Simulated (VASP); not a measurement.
A run of VASP 6.6.1 is set up as follows.

INCAR

```
SYSTEM = Si2W
PREC = Accurate ; ENCUT = 520
EDIFF = 1E-6 ; ISMEAR = 0
SIGMA = 0.020999999999999998 ; LREAL = .False.
LASPH = .True. ; NELM = 80
ALGO = Normal ; ISIF = 2
LWAVE = .False. ; LCHARG = .False.
GGA = PE ; NBANDS = 18
```

File KPOINTS:

```
regular mesh
0
Gamma
  12 12 12
  0 0 0
```

Contents of POSCAR:

```
Si2W
1.0
   -1.6069000000      1.6069000000      3.9149500000
    1.6069000000     -1.6069000000      3.9149500000
    1.6069000000      1.6069000000     -3.9149500000
W Si
1 2
Direct
    0.0000000000      0.0000000000      0.0000000000
    0.6653000000      0.6653000000      0.0000000000
    0.3347000000      0.3347000000      0.0000000000
```

Potentials or basis: VASP PAW PBE potentials, release 64 (W_sv, Si).

Run with:

```sh
$ cat potpaw_PBE.64/W_sv/POTCAR potpaw_PBE.64/Si/POTCAR > POTCAR
$ mpirun -np 1 vasp_std > vasp.out
```

Q: Predict the band gap on the k mesh.

A: Zero (bands 11 and 12 overlap by 1.30 eV).

Q: Estimate the largest force.

A: 0.084 eV/Å.

Q: What does it give for the pressure?

A: 3.3 GPa.

Forces in eV/Å, atoms in the order of the input:
```
W    0.000  0.000  0.000
Si   0.000  0.000  0.084
Si   0.000  0.000 -0.084
```

Caveat: the cell stands under pressure; spin-orbit coupling is left out, which moves the levels of the heavy elements.
